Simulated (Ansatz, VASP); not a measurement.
# One calculation of SnO, two programs

Contents of INCAR:

```
SYSTEM = SnO
PREC = Accurate ; ENCUT = 520
EDIFF = 1E-7 ; ISMEAR = 0
SIGMA = 0.05 ; LREAL = .False.
LASPH = .True. ; NELM = 80
ALGO = Normal ; ISIF = 2
LWAVE = .False. ; LCHARG = .False.
GGA = RP ; NBANDS = 28
```

Contents of KPOINTS:

```
Automatic mesh
0
Gamma
  10 10 8
  0 0 0
```

POSCAR

```
SnO
1.0
    3.8072385349      0.0000000000      0.0000000000
    0.0000000000      3.8072385349      0.0000000000
    0.0000000000      0.0000000000      4.9360762066
Sn O
2 2
Direct
    0.0000000000      0.5000000000      0.2324256302
    0.5000000000      0.0000000000      0.7675743698
    0.0000000000      0.0000000000      0.0000000000
    0.5000000000      0.5000000000      0.0000000000
```

Input for Ansatz:

```yaml
crystal:
  lattice:
    - [3.8072385349, 0.0, 0.0]
    - [0.0, 3.8072385349, 0.0]
    - [0.0, 0.0, 4.9360762066]
  atoms:
    - { symbol: Sn, position: [0.0, 0.5, 0.2324256302] }
    - { symbol: Sn, position: [0.5, 0.0, 0.7675743698] }
    - { symbol: O, position: [0.0, 0.0, 0.0] }
    - { symbol: O, position: [0.5, 0.5, 0.0] }
basis:
  ecutwfc: 500
  ecutrho_ratio: 4
kpoints:
  mp_grid: { grid: [10, 10, 8] }
hamiltonian:
  xc: rpbe
scf:
  occupations: { method: gaussian, width: 0.05 }
output:
  forces: true
  stress: true
```

Alike in both runs: task single point; functional RPBE; k mesh 10 × 10 × 8; occupations gaussian, width 0.05 eV; no spin polarisation.

|  | VASP | Ansatz |
| --- | --- | --- |
| version | VASP 6.6.1 | Ansatz 0.2.0 |
| potentials or method | VASP PAW PBE potentials, release 64 (Sn_d, O), cutoff 520 eV | scalar-relativistic, plane waves, PAW |
| valence electrons in the cell | 40 | 40 |

```tsv
	VASP	Ansatz	Ansatz less VASP
pressure (GPa)	6.9	6.6	-0.30
traceless stress, the component that is largest in VASP (GPa)	-1.08	-1.09	-0.009
rms of the force components (eV/Å)	0.319	0.279	-0.0398
```

VASP's potentials were made for PBE, not for RPBE. Atom by atom the forces differ by 0.040 eV/Å (rms over components). With one functional, cell and mesh, what is left measures potentials, basis and numerics.
